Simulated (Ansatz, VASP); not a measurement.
**One calculation of Pt, two programs**

```
Pt
1.0
     0.00000    1.95894    1.95894
     1.95894    0.00000    1.95894
     1.95894    1.95894    0.00000
Pt
1
Direct
  0.00000 0.00000 0.00000
```

Alike in both runs: task single point; functional PBE; k mesh 22 × 22 × 22; occupations fermi-dirac, width 0.1 eV; no spin polarisation.

|  | VASP | Ansatz |
| --- | --- | --- |
| version | VASP 6.6.1 | Ansatz 0.2.0 |
| potentials or method | VASP PAW PBE potentials, release 64 (Pt), cutoff 520 eV | plane waves (420 eV) with PAW, scalar-relativistic |
| valence electrons in the cell | 10 | 18 |

```csv
,VASP,Ansatz,Ansatz less VASP
pressure (GPa),10.8,11.3,+0.54
```

VASP's potentials hold 10 valence electrons a cell and Ansatz's 18, so a difference there can come from the potentials and not from the codes.

Neither program's run includes spin-orbit coupling.
